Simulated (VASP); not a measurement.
Here is a VASP 6.6.1 calculation.

The input POSCAR:

```
GaN
1.0
    3.1353519534      0.0000000000      0.0000000000
   -1.5676759767      2.7152944415      0.0000000000
    0.0000000000      0.0000000000      5.3391041298
Ga N
2 2
Direct
    0.3333333333      0.6666666667      0.9991101046
    0.6666666667      0.3333333333      0.4991101046
    0.3333333333      0.6666666667      0.3758898954
    0.6666666667      0.3333333333      0.8758898954
```

Contents of INCAR.step1:

```
ALGO = Normal ; EDIFF = 1E-4
ENCUT = 520 ; GGA = PE
ISMEAR = 0 ; LASPH = T
LCHARG = F ; LREAL = F
LWAVE = T ; NBANDS = 26
NELM = 100 ; PREC = Accurate
SIGMA = 0.05
```

INCAR.step2

```
ALGO = Normal ; EDIFF = 1E-6
ENCUT = 520 ; ISIF = 2
ISMEAR = 0 ; ISTART = 1
LASPH = T ; LCHARG = T
LELF = T ; LMIXTAU = T
LREAL = F ; LVHAR = T
LWAVE = F ; METAGGA = R2SCAN
NBANDS = 26 ; NELM = 100
PREC = Accurate ; SIGMA = 0.05
```

The input KPOINTS:

```
k-points
0
Gamma
  12 12 6
```

Potentials or basis: VASP PAW PBE potentials, release 64 (Ga_d, N).

Launch:

```console
$ cat potpaw_PBE.64/Ga_d/POTCAR potpaw_PBE.64/N/POTCAR > POTCAR
$ cp INCAR.step1 INCAR
$ mpirun -np 1 vasp_std > vasp.out
$ cp INCAR.step2 INCAR
$ mpirun -np 1 vasp_std > vasp.out
```

(1) Estimate the largest force.

(2) Predict the band gap on the k mesh.

(3) Estimate the pressure.

Answers

(1) 0.388 eV/Å.

(2) 2.18 eV.

(3) 1.8 GPa.

Caveat: the cell differs from its parent crystal (strain -0.015 along x and y, +0.030 along z); the stress differs along the axes, from -10 to 8 GPa; the PAW data sets were made with another functional, which shifts forces and pressure a little.
